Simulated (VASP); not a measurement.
Write the native input for VASP 6.6.1 that does the following.

```
Task                   : single point
Functional             : r2SCAN
Potentials or basis    : VASP PAW PBE potentials, release 64 (Si, O)
Cutoff                 : 520 eV
k mesh                 : 4 × 4 × 4
Occupations            : gaussian, width 0.02 eV
Spin                   : no spin polarisation
Dipole correction      : no
Further INCAR settings : LREAL = Auto; ALGO = Normal; EDIFF = 1e-07; NBANDS = 82
```

The system is SiO2.

```xyz
24
Lattice="7.0979 0.0000 0.0000 0.0000 7.0979 0.0000 0.0000 0.0000 7.0979" Properties=species:S:1:pos:R:3 pbc="T T T"
Si    2.0016    2.0016    2.0016
Si    1.5474    5.0964    5.5505
Si    5.5505    1.5474    5.0964
Si    5.0964    5.5505    1.5474
Si    7.2489    7.2489    7.2489
Si    3.3980   -0.1510    3.7000
Si    3.7000    3.3980   -0.1510
Si   -0.1510    3.7000    3.3980
O     1.0753    1.0753    1.0753
O     2.4736    6.0226    4.6243
O     4.6243    2.4736    6.0226
O     6.0226    4.6243    2.4736
O     4.5373    4.7022    0.2960
O     6.1096    2.3957    3.8450
O     0.9884    5.9447    6.8019
O     2.5606    1.1533    3.2530
O     0.2960    4.5373    4.7022
O     3.8450    6.1096    2.3957
O     6.8019    0.9884    5.9447
O     3.2530    2.5606    1.1533
O     4.7022    0.2960    4.5373
O     2.3957    3.8450    6.1096
O     5.9447    6.8019    0.9884
O     1.1533    3.2530    2.5606
```

One way to write it, as run:

POSCAR

```
SiO2
1.0
    7.0979374812      0.0000000000      0.0000000000
    0.0000000000      7.0979374812      0.0000000000
    0.0000000000      0.0000000000      7.0979374812
Si O
8 16
Direct
    0.2819939628      0.2819939628      0.2819939628
    0.2180060372      0.7180060372      0.7819939628
    0.7819939628      0.2180060372      0.7180060372
    0.7180060372      0.7819939628      0.2180060372
    1.0212741033      1.0212741033      1.0212741033
    0.4787258967     -0.0212741033      0.5212741033
    0.5212741033      0.4787258967     -0.0212741033
   -0.0212741033      0.5212741033      0.4787258967
    0.1515005950      0.1515005950      0.1515005950
    0.3484994050      0.8484994050      0.6515005950
    0.6515005950      0.3484994050      0.8484994050
    0.8484994050      0.6515005950      0.3484994050
    0.6392487434      0.6624795215      0.0417028029
    0.8607512566      0.3375204785      0.5417028029
    0.1392487434      0.8375204785      0.9582971971
    0.3607512566      0.1624795215      0.4582971971
    0.0417028029      0.6392487434      0.6624795215
    0.5417028029      0.8607512566      0.3375204785
    0.9582971971      0.1392487434      0.8375204785
    0.4582971971      0.3607512566      0.1624795215
    0.6624795215      0.0417028029      0.6392487434
    0.3375204785      0.5417028029      0.8607512566
    0.8375204785      0.9582971971      0.1392487434
    0.1624795215      0.4582971971      0.3607512566
```

INCAR.step1

```
SYSTEM = SiO2
  PREC = Accurate
  ENCUT = 520
  ISMEAR = 0
  SIGMA = 0.02
  LREAL = Auto
  LASPH = .TRUE.
  NELM = 100
  NBANDS = 82
  GGA = PE
  ALGO = Normal
  EDIFF = 1E-4
  LWAVE = .TRUE.
  LCHARG = .FALSE.
```

INCAR.step2

```
SYSTEM = SiO2
  PREC = Accurate
  ENCUT = 520
  EDIFF = 1E-7
  ISMEAR = 0
  SIGMA = 0.02
  LREAL = Auto
  LASPH = .TRUE.
  NELM = 100
  ALGO = Normal
  ISIF = 2
  LWAVE = .FALSE.
  LCHARG = .FALSE.
  METAGGA = R2SCAN
  LMIXTAU = .TRUE.
  NBANDS = 82
  ISTART = 1
```

KPOINTS

```
Automatic mesh
0
G
  4 4 4
  0 0 0
```

Potentials or basis: VASP PAW PBE potentials, release 64 (Si, O).

Command:

```sh
$ cat potpaw_PBE.64/Si/POTCAR potpaw_PBE.64/O/POTCAR > POTCAR
$ cp INCAR.step1 INCAR
$ mpirun -np 1 vasp_std > vasp.out
$ cp INCAR.step2 INCAR
$ mpirun -np 1 vasp_std > vasp.out
```

Results of the run:

```json
{
 "Pressure": "0.2 GPa",
 "Largest force": "0.040 eV/Å",
 "Band gap on the k mesh": "6.40 eV, indirect (least direct gap 6.41 eV)"
}
```

Caveat: the PAW data sets were made with another functional, which shifts forces and pressure a little.

It took 25 min on 1 thread of Intel Xeon 6975P-C (shared host), peak memory 0.54 GiB.
